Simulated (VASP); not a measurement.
Here is a VASP 6.6.1 calculation.

The input INCAR:

```
SYSTEM = Na
PREC = Accurate
ENCUT = 500
EDIFF = 1E-6
ISMEAR = 0
SIGMA = 0.1
LREAL = .False.
LASPH = .True.
NELM = 120
ALGO = Normal
ISIF = 2
LWAVE = .False.
LCHARG = .False.
GGA = CA
NBANDS = 10
GGA_COMPAT = .False.
```

KPOINTS

```
Automatic mesh
0
Gamma
  14 14 14
  0 0 0
```

Contents of POSCAR:

```
Na
1.0
   -2.0268959771      2.0268959771      2.0268959771
    2.0268959771     -2.0268959771      2.0268959771
    2.0268959771      2.0268959771     -2.0268959771
Na
1
Direct
    0.0000000000      0.0000000000      0.0000000000
```

Potentials or basis: VASP PAW LDA potentials, release 64 (Na_pv).

Run with:

```bash
$ cat potpaw_LDA.64/Na_pv/POTCAR > POTCAR
$ mpirun -np 1 vasp_std > vasp.out
```

Q: Estimate the pressure.

A: -0.1 GPa.

Q: Estimate the band gap on the k mesh.

A: Zero (an odd number of electrons rules out a gap without spin polarisation).
